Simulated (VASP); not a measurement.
## Te2Mo: single point with r2SCAN

The system is Te2Mo, a slab with vacuum.

```
CELL_PARAMETERS angstrom
3.56023 0.00000 0.00000
-1.78012 3.08325 0.00000
0.00000 0.00000 17.52406
ATOMIC_POSITIONS crystal
Te 0.32263 0.64527 0.90113
Te 0.32263 0.64527 0.10542
Mo 0.00000 0.00000 0.00000
```

This cell differs from its parent crystal: all Te atoms moved +0.087 Å, as atom 1 towards its neighbour atom 3 (Mo) at 2.726 Å.

| Property | Result |
| --- | --- |
| Program | VASP 6.6.1 |
| Task | single point |
| Functional | r2SCAN |
| Potentials or basis | VASP PAW PBE potentials, release 64 (Te, Mo_sv) |
| Cutoff | 520 eV |
| k mesh | 12 × 12 × 2 |
| Occupations | gaussian, width 0.05 eV |
| Spin | no spin polarisation |
| Dipole correction | no |
| Further INCAR settings | ALGO = Normal; EDIFF = 1e-06; NBANDS = 20 |

| Property | Result |
| --- | --- |
| Largest force | 1.600 eV/Å |
| Band gap on the k mesh | 1.13 eV, direct |

Forces in eV/Å, atoms in the order of the input:
```
Te   0.000  0.547 -0.741
Te   0.000  0.425 -0.531
Mo   0.000 -0.972  1.271
```

Levels at points of the mesh, in eV from the valence-band top:
```
           k point  band 11  band 12  band 13  band 14  band 15  band 16
(0.00, 0.00, 0.00)    -1.15    -0.80    -0.36     2.92     3.24     3.55
(0.50, 0.00, 0.00)    -1.64    -0.79    -0.37     1.49     1.87     3.37
(0.00, 0.50, 0.00)    -1.80    -0.81    -0.42     1.43     1.83     3.70
(0.00, 0.00, 0.50)    -1.15    -0.80    -0.36     2.92     3.24     3.55
(0.50, 0.00, 0.50)    -1.64    -0.79    -0.37     1.49     1.87     3.37
(0.00, 0.50, 0.50)    -1.80    -0.81    -0.42     1.43     1.83     3.70
```

Wall time 12 min on 1 thread of Intel(R) Xeon(R) 6975P-C (Granite Rapids), with other jobs on the host, peak memory 0.57 GiB.

Caveat: the cell differs from its parent crystal (all Te atoms moved +0.087 Å, as atom 1 towards its neighbour atom 3 (Mo) at 2.726 Å); the PAW data sets were made with another functional, which shifts forces and pressure a little; spin-orbit coupling is left out, which moves the levels of the heavy elements.
